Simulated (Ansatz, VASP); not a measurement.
MgS: VASP beside Ansatz

File INCAR:

```
  ALGO = Normal
  EDIFF = 1E-6
  ENCUT = 600
  GGA = CA
  GGA_COMPAT = False
  ISIF = 2
  ISMEAR = 0
  LASPH = True
  LCHARG = False
  LREAL = False
  LWAVE = False
  NBANDS = 11
  NELM = 120
  PREC = Accurate
  SIGMA = 0.05
```

The input KPOINTS:

```
k-points
0
Gamma
  6 6 6
```

Contents of POSCAR:

```
MgS
1.0
    3.1852083725      0.0000000000      0.0000000000
    0.0000000000      3.1852083725      0.0000000000
    0.0000000000      0.0000000000      3.1852083725
Mg S
1 1
Direct
    0.0000000000      0.0000000000      0.0000000000
    0.5000000000      0.5000000000      0.5000000000
```

Input for Ansatz:

```yaml
crystal:
  lattice:
    - [3.1852083725, 0.0, 0.0]
    - [0.0, 3.1852083725, 0.0]
    - [0.0, 0.0, 3.1852083725]
  atoms:
    - { symbol: Mg, position: [0.0, 0.0, 0.0] }
    - { symbol: S, position: [0.5, 0.5, 0.5] }
basis:
  ecutwfc: 420
kpoints:
  mp_grid: { grid: [6, 6, 6] }
hamiltonian:
  xc: lda
scf:
  occupations: { method: gaussian, width: 0.05 }
output:
  forces: true
  stress: true
  eigenvalues: true
```

Alike in both runs: task single point; functional LDA; k mesh 6 × 6 × 6; occupations gaussian, width 0.05 eV; no spin polarisation.

```csv
,VASP,Ansatz
version,VASP 6.6.1,Ansatz 0.2.0
potentials or method,"VASP PAW LDA potentials, release 64 (Mg, S), cutoff 600 eV","scalar-relativistic, plane waves, PAW"
valence electrons in the cell,8,16
```

```tsv
	VASP	Ansatz	Ansatz less VASP
gap on the k mesh at the Fermi level (eV)	none	none	-
pressure (GPa)	1.1	1.7	+0.60
```

LDA's correlation is that of Perdew and Zunger in VASP and of Perdew and Wang (1992) in Ansatz. A gap of «none» marks a metal or a gap that the smearing closes. VASP's potentials hold 8 valence electrons a cell and Ansatz's 16, so a difference there can come from the potentials and not from the codes.
